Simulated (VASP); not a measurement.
# Ti (Fm-3m) in VASP: settings compared

The runs below take Ti through single point, with PBE, BLYP, PBE+U, PBEsol.

All numbers are computed with VASP 6.6.1; they aren't measurements. Logs are shortened: lines on timing, memory, paths and dates and some standing lists are left out, and cuts for length are marked.

## Step 1: The cell of the first run

Symmetry: Fm-3m, No. 225, cubic system. Conventional cell: a = 4.627 Å, b = 4.627 Å, c = 4.627 Å, α = 90.00°, β = 90.00°, γ = 90.00°. Within 4.3 Å of Ti (site symmetry m-3m) lie 12 Ti at 3.27 Å.

## Step 2: Single point, PBE

INCAR reads:

```
ALGO     = Normal         # electronic algorithm
EDIFF    = 1E-6           # SCF threshold, eV
ENCUT    = 500            # plane-wave cutoff, eV
GGA      = PE             # functional
GGA_COMPAT= False        
ISIF     = 2              # what is computed and relaxed
ISMEAR   = 1              # smearing method
LASPH    = True           # aspherical terms in the spheres
LCHARG   = True           # write CHGCAR
LELF     = True           # ELF
LREAL    = False          # projectors in reciprocal space
LVHAR    = True         
LWAVE    = False          # write WAVECAR
NBANDS   = 12             # bands
NELM     = 120            # most SCF steps
PREC     = Accurate       # precision mode
SIGMA    = 0.067          # smearing width, eV
```

KPOINTS reads:

```
k-points
0
Gamma
  2 2 2
```

POSCAR reads:

```
Ti
1.0
    0.0000000000      2.3133958014      2.3133958014
    2.3133958014      0.0000000000      2.3133958014
    2.3133958014      2.3133958014      0.0000000000
Ti
1
Direct
    0.0000000000      0.0000000000      0.0000000000
```

Potentials or basis: VASP PAW PBE potentials, release 64 (Ti_sv).

Started as:

```
$ cat potpaw_PBE.64/Ti_sv/POTCAR > POTCAR
$ mpirun -np 1 vasp_std > vasp.out
```

OUTCAR:

```text
EDIFF = 1E-6
   ENCUT = 500
   GGA = PE
   ISIF = 2
   ISMEAR = 1
   LASPH = True
   LREAL = False
   NELM = 120
   PREC = Accurate

 ion  position               nearest neighbor table
   1  0.000  0.000  0.000-

  LATTYP: Found a face centered cubic cell.
 ALAT       =     4.6267916028

  Lattice vectors:

 A1 = (   0.0000000000,   2.3133958014,   2.3133958014)
 A2 = (   2.3133958014,   0.0000000000,   2.3133958014)
 A3 = (   2.3133958014,   2.3133958014,   0.0000000000)

Analysis of symmetry for initial positions (statically):
=====================================================================
 Subroutine PRICEL returns:
 Original cell was already a primitive cell.

 Routine SETGRP: Setting up the symmetry group for a
 face centered cubic supercell.

 Subroutine GETGRP returns: Found 48 space group operations
 (whereof 48 operations were pure point group operations)
 out of a pool of 48 trial point group operations.

The static configuration has the point symmetry O_h .

Analysis of symmetry for dynamics (positions and initial velocities):
=====================================================================
 Subroutine PRICEL returns:
 Original cell was already a primitive cell.

 Routine SETGRP: Setting up the symmetry group for a
 face centered cubic supercell.

 Subroutine GETGRP returns: Found 48 space group operations
 (whereof 48 operations were pure point group operations)
 out of a pool of 48 trial point group operations.

The dynamic configuration has the point symmetry O_h .

 Subroutine INISYM returns: Found 48 space group operations
 (whereof 48 operations are pure point group operations),
 and found     1 'primitive' translations

----------------------------------------------------------------------------------------

                                     Primitive cell

  volume of cell :      24.7617

  direct lattice vectors                    reciprocal lattice vectors
     0.000000000  2.313395801  2.313395801    -0.216132492  0.216132492  0.216132492
     2.313395801  0.000000000  2.313395801     0.216132492 -0.216132492  0.216132492
     2.313395801  2.313395801  0.000000000     0.216132492  0.216132492 -0.216132492

  length of vectors
     3.271635717  3.271635717  3.271635717     0.374352458  0.374352458  0.374352458

  position of ions in fractional coordinates (direct lattice)
     0.000000000  0.000000000  0.000000000

  ion indices of the primitive-cell ions
[... 59 lines left out ...]
   ISYM   =      2    0-nonsym 1-usesym 2-fastsym
   POTIM  = 0.5000    time-step for ionic-motion
   TEBEG  =    0.0;   TEEND  =   0.0 temperature during run
   PSTRESS=    0.0 pullay stress
   NELECT =      12.0000    total number of electrons
   NUPDOWN=      -1.0000    fix difference up-down
   EMIN   =  10.00;   EMAX   =-10.00  energy-range for DOS
   EFERMI =   0.00;   METHOD = LEGACY
   ISMEAR =     1;   SIGMA  =   0.07  broadening in eV -4-tet -1-fermi 0-gaus
   EFERMI_NEDOS =   21; number of points for ismear=-14 and -15
   IALGO  =     38    algorithm
   IMIX   =      4    mixing-type and parameters
     AMIX     =   0.40;   BMIX     =  1.00
     AMIX_MAG =   1.60;   BMIX_MAG =  1.00
  volume/ion in A,a.u.               =      24.76       167.10
  Fermi-wavevector in a.u.,A,eV,Ry     =   1.285904  2.430007 22.497911  1.653550
  Thomas-Fermi vector in A             =   2.418011
   LORBIT       =      0    0 simple, 1 ext, 2 COOP (PROOUT), +10 PAW based schemes
   GGA     = PE    functional components
   LHFCALC =     F    Hartree Fock is set to
   AEXX    =    0.0000 exact exchange contribution
   IVDW    =     0    specifies the selected vdW correction
   LEPSILON=     F    determine dielectric tensor
   LRPA    =     F    only Hartree local field effects (RPA)
 non-spin polarized calculation
 Methfessel and Paxton  Order N= 1 SIGMA  =   0.07
  energy-cutoff  :      500.00
  volume of cell :       24.76
 maximum number of plane-waves:       636
 NGX is ok and might be reduce to    24
   NGX = 11   NGY = 11   NGZ = 11

 number of electron      11.9999994 magnetization

 Free energy of the ion-electron system (eV)
  ---------------------------------------------------
  ext. energy  EPLUGINS =         0.00000000
  ---------------------------------------------------
  free energy    TOTEN  =        -7.10602867 eV

  energy without entropy =       -7.09560934  energy(sigma->0) =       -7.10255556

 E-fermi :   5.1673     XC(G=0):  -9.9830

 val. band max:        5.1292504055   @ k =   0.5000   0.0000   0.0000
 cond. band min:       5.1949146371   @ k =   0.5000   0.0000   0.0000
 fundamental gap:      0.0656642316
 Fermi energy:         5.1672540187

 k-point     1 :       0.0000    0.0000    0.0000
  band No.  band energies     occupation
      1     -52.8945      2.00000
      2     -28.9650      2.00000
      3     -28.9650      2.00000
      4     -28.9650      2.00000
      5      -0.1769      2.00000
      6       5.2333     -0.04708
      7       5.2333     -0.04708
      8       5.2333     -0.04708
      9       6.1744     -0.00000
     10       6.1744     -0.00000
     11      18.2774      0.00000
     12      21.0977      0.00000
[... 16 lines left out ...]
 k-point     3 :       0.5000    0.5000    0.0000
  band No.  band energies     occupation
      1     -52.8611      2.00000
      2     -29.1415      2.00000
      3     -29.0342      2.00000
      4     -29.0342      2.00000
      5       3.1927      2.00000
      6       3.7145      2.00000
      7       6.6749      0.00000
      8       6.7819      0.00000
      9       6.9347      0.00000
     10       6.9347      0.00000
     11      11.7345      0.00000
     12      13.8617      0.00000

------------------------ aborting loop because EDIFF is reached ----------------------------------------

  FORCE on cell =-STRESS in cart. coord.  units (eV):
  Direction    XX          YY          ZZ          XY          YZ          ZX
  --------------------------------------------------------------------------------------
  -------------------------------------------------------------------------------------
  Total       -3.5463101     -3.5463101     -3.5463101      0.0000000      0.0000000      0.0000000
  in kB     -229.4602529   -229.4602529   -229.4602529      0.0000000      0.0000000      0.0000000
  external PRESSURE =    -229.4602529 kB  Pullay stress =       0.0000000 kB

 VOLUME and BASIS-vectors are now :
 -----------------------------------------------------------------------------
  energy-cutoff  :      500.00
  volume of cell :       24.76
      direct lattice vectors                 reciprocal lattice vectors
     0.000000000  2.313395801  2.313395801    -0.216132492  0.216132492  0.216132492
     2.313395801  0.000000000  2.313395801     0.216132492 -0.216132492  0.216132492
     2.313395801  2.313395801  0.000000000     0.216132492  0.216132492 -0.216132492

 POSITION                                       TOTAL-FORCE (eV/Angst)
 -----------------------------------------------------------------------------------
      0.00000      0.00000      0.00000        -0.000000     -0.000000      0.000000
 -----------------------------------------------------------------------------------
    total drift:                               -0.000000     -0.000000     -0.000000

  FREE ENERGIE OF THE ION-ELECTRON SYSTEM (eV)
  ---------------------------------------------------
  free  energy   TOTEN  =        -7.1060286691 eV

  energy  without entropy=       -7.0956093422  energy(sigma->0) =       -7.10255556
```

OSZICAR:

```text
N       E                     dE             d eps       ncg     rms          rms(c)
DAV:   1     0.798316116110E+02    0.79832E+02   -0.65372E+03    72   0.104E+03
DAV:   2    -0.509013607898E+01   -0.84922E+02   -0.82752E+02    72   0.275E+02
DAV:   3    -0.904587528674E+01   -0.39557E+01   -0.39319E+01   116   0.645E+01
[... 17 lines left out ...]
DAV:  21    -0.710605632589E+01   -0.64686E-05   -0.28064E-05    72   0.647E-02    0.789E-02
DAV:  22    -0.710602993973E+01    0.26386E-04   -0.12265E-05    80   0.426E-02    0.177E-02
DAV:  23    -0.710603186384E+01   -0.19241E-05   -0.25813E-06    72   0.196E-02    0.269E-02
DAV:  24    -0.710602863825E+01    0.32256E-05   -0.66477E-07    52   0.101E-02    0.482E-03
DAV:  25    -0.710602866908E+01   -0.30831E-07   -0.82066E-09    36   0.116E-03
   1 F= -.71060287E+01 E0= -.71025556E+01  d E =-.104193E-01
```

Wall time 11 s (1 thread of AMD EPYC 7R13, shared host); peak memory 0.1 GiB.

Results:

| Quantity | Value |
| --- | --- |
| Free energy | -7.1060 eV |
| Pressure | -22.9 GPa |
| Band gap on the k mesh | zero (band 6 reaches 5.23 eV, above the bottom of band 7 at 5.19 eV) |

Caveat: the k points lie up to 1.18 Å⁻¹ apart.

## Step 3: Single point, BLYP

This run uses another cell than the first one, of 16.73 Å³/atom, 0.676 times its volume.

INCAR reads:

```
SYSTEM = Ti
AGGAC = 1.0 ; AGGAX = 1.0
ALDAC = 0.0 ; ALDAX = 1.0
ALGO = Normal ; EDIFF = 1E-6
ENCUT = 500 ; GGA = B5
GGA_COMPAT = .FALSE. ; ISIF = 2
ISMEAR = 1 ; LASPH = .TRUE.
LCHARG = .TRUE. ; LELF = .TRUE.
LREAL = .FALSE. ; LVHAR = .TRUE.
LWAVE = .FALSE. ; NBANDS = 12
NELM = 120 ; PREC = Accurate
SIGMA = 0.1
```

KPOINTS reads:

```
k-points
0
G
  4 4 4
  0 0 0
```

POSCAR reads:

```
Ti
1.0
    0.0000000000      2.0300000000      2.0300000000
    2.0300000000      0.0000000000      2.0300000000
    2.0300000000      2.0300000000      0.0000000000
Ti
1
Direct
   -0.0656924731      0.0261678347      0.0605706960
```

Potentials or basis: VASP PAW PBE potentials, release 64 (Ti_sv).

Started as:

```
$ cat potpaw_PBE.64/Ti_sv/POTCAR > POTCAR
$ mpirun -np 1 vasp_std > vasp.out
```

It took 15 s on 1 thread of AMD EPYC 7R13, shared host; peak memory 0.1 GiB.

It converged, with:

| Quantity | Value |
| --- | --- |
| Free energy | -6.6778 eV |
| Pressure | 6.8 GPa |
| Band gap on the k mesh | zero (band 6 reaches 9.95 eV, above the bottom of band 7 at 8.72 eV) |

Levels at points of the mesh, in eV from the Fermi level:
```tsv
k point	band 4	band 5	band 6	band 7	band 8	band 9
(0.00, 0.00, 0.00)	-32.35	-5.96	0.87	0.87	0.87	2.58
(0.50, 0.00, 0.00)	-32.45	-2.60	0.76	0.76	0.95	3.69
(0.50, 0.50, 0.00)	-32.61	-2.62	-1.81	3.21	3.70	3.97
```

Caveat: the k points lie up to 0.67 Å⁻¹ apart; the PAW data sets were made with another functional, which shifts forces and pressure a little.

## Step 4: Single point, PBE+U

This run uses another cell than the first one, of 16.73 Å³/atom, 0.676 times its volume.

INCAR reads:

```
SYSTEM = Ti
  PREC = Accurate
  ENCUT = 500
  EDIFF = 1E-6
  ISMEAR = -1
  SIGMA = 0.06802846561497
  LREAL = .FALSE.
  LASPH = .TRUE.
  NELM = 200
  ALGO = Normal
  ISIF = 2
  LWAVE = .FALSE.
  LCHARG = .FALSE.
  LMAXMIX = 4
  LDAU = .TRUE.
  LDAUTYPE = 2
  LDAUL = 2
  LDAUU = 3
  LDAUJ = 0
  LDAUPRINT = 1
  GGA = PE
  NBANDS = 12
  GGA_COMPAT = .FALSE.
```

KPOINTS reads:

```
Automatic mesh
0
G
  2 2 2
  0 0 0
```

Edit POSCAR of step 3 so:

```diff
@@ -8,2 +8,2 @@
 Direct
-   -0.0656924731      0.0261678347      0.0605706960
+    0.0000000000      0.0000000000      0.0000000000
```

Started as:

```
$ cat potpaw_PBE.64/Ti_sv/POTCAR > POTCAR
$ mpirun -np 1 vasp_std > vasp.out
```

It took 4.6 s on 1 thread of AMD EPYC 7R13, shared host; peak memory 0.1 GiB.

Results (log left out):

```yaml
Free_energy: -5.7982 eV
Pressure: 8.1 GPa
Band_gap_on_the_k_mesh: zero (band 6 reaches 9.65 eV, above the bottom of band 7 at 9.65 eV)
```

Levels at points of the mesh, in eV from the Fermi level:
```
           k point  band 4  band 5  band 6  band 7  band 8  band 9
(0.00, 0.00, 0.00)  -34.32   -7.08    0.15    0.15    0.15    2.01
(0.50, 0.00, 0.00)  -34.41   -3.42   -0.20    0.14    0.14    2.97
(0.50, 0.50, 0.00)  -34.57   -3.24   -2.49    2.01    3.09    3.17
```

Eigenvalues of the final occupation matrices:
```
    site  spin  trace               eigenvalues
site 1 d     1   0.85  0.13 0.13 0.20 0.20 0.20
site 1 d     2   0.85  0.13 0.13 0.20 0.20 0.20
```

Caveat: the k points lie up to 1.34 Å⁻¹ apart; U without spin polarisation on a metal has little footing; the U is typed as a test and isn't derived for this compound.

## Step 5: Single point, PBEsol

This run uses another cell than the first one, of 16.73 Å³/atom, 0.676 times its volume.

INCAR reads:

```
ALGO = Normal ; EDIFF = 1E-6
ENCUT = 500 ; GGA = PS
GGA_COMPAT = F ; ISIF = 2
ISMEAR = 0 ; ISYM = 0
LASPH = T ; LCHARG = T
LELF = T ; LREAL = F
LVHAR = T ; LWAVE = F
NBANDS = 12 ; NELM = 120
PREC = Accurate ; SIGMA = 0.1
```

KPOINTS reads:

```
Automatic mesh
0
Gamma
  1 7 2
  0 0 0.5
```

POSCAR is that of step 4.

Started as:

```
$ cat potpaw_PBE.64/Ti_sv/POTCAR > POTCAR
$ mpirun -np 1 vasp_std > vasp.out
```

It took 6.7 s on 1 thread of AMD EPYC 7R13, shared host; peak memory 0.1 GiB.

The run converged, but its numbers aren't listed here, since they failed a check.

Caveat: the k points lie up to 2.68 Å⁻¹ apart; the PAW data sets were made with another functional, which shifts forces and pressure a little.

## Step 6: Summary

| level | U | cell | k mesh | smearing | gap on the mesh (eV) | pressure (GPa) |
| --- | --- | --- | --- | --- | --- | --- |
| PBE | - | a = 3.272 Å, angles 60.0°, 1 atom | 2 × 2 × 2 | methfessel-paxton 0.067 eV | none | -22.9 |
| BLYP | - | a = 2.871 Å, angles 60.0°, 1 atom | 4 × 4 × 4 | methfessel-paxton 0.1 eV | none | 6.8 |
| PBE+U | Ti d U = 3.0 eV | a = 2.871 Å, angles 60.0°, 1 atom | 2 × 2 × 2 | fermi-dirac 0.0680285 eV | none | 8.1 |

Alike in all rows: task single point; potentials or basis VASP PAW PBE potentials, release 64 (Ti_sv); no spin polarisation; cutoff (eV) 500.

Caveats: all runs use coarse meshes; the PAW data sets were made with another functional, which shifts forces and pressure a little (some runs); U without spin polarisation on a metal has little footing (some runs); the U is typed as a test and isn't derived for this compound (some runs).

Absolute energies hang on the potentials; compare differences alone.
